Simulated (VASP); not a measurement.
LuH2: single point with r2SCAN

LuH2:

```xyz
3
Lattice="0.0000 2.4797 2.4797 2.4797 0.0000 2.4797 2.4797 2.4797 0.0000" Properties=species:S:1:pos:R:3 pbc="T T T"
Lu    0.0000    0.0000    0.0000
H     1.2398    1.2398    1.2398
H     3.7195    3.7195    3.7195
```

```yaml
Program: VASP 6.6.1
Task: single point
Functional: r2SCAN
Potentials_or_basis: VASP PAW PBE potentials, release 64 (Lu, H)
Cutoff: 520 eV
k_mesh: 14 × 14 × 14
Occupations: gaussian, width 0.05 eV
Spin: no spin polarisation
Dipole_correction: no
Further_INCAR_settings: ALGO = Normal; EDIFF = 1e-06; NBANDS = 20
```

The pressure is 2.6 GPa. The band gap on the k mesh is zero (an odd number of electrons rules out a gap without spin polarisation).

Levels at points of the mesh, in eV from the Fermi level:
| k point | band 10 | band 11 | band 12 | band 13 | band 14 | band 15 | band 16 | band 17 |
| --- | --- | --- | --- | --- | --- | --- | --- | --- |
| (0.00, 0.00, 0.00) | -5.06 | -5.06 | -5.06 | -0.87 | 1.61 | 1.61 | 1.61 | 4.69 |
| (0.50, 0.00, 0.00) | -5.08 | -5.08 | -5.06 | -4.26 | 1.68 | 1.68 | 5.01 | 6.26 |
| (0.50, 0.50, 0.00) | -5.11 | -5.10 | -5.10 | -4.31 | -2.47 | 6.47 | 6.54 | 6.54 |

It took 3 min on 1 thread of AMD EPYC 9R45 96-Core Processor (Zen 5), on a shared host, peak memory 0.19 GiB.

Caveat: the PAW data sets were made with another functional, which shifts forces and pressure a little; spin-orbit coupling is left out, which moves the levels of the heavy elements.
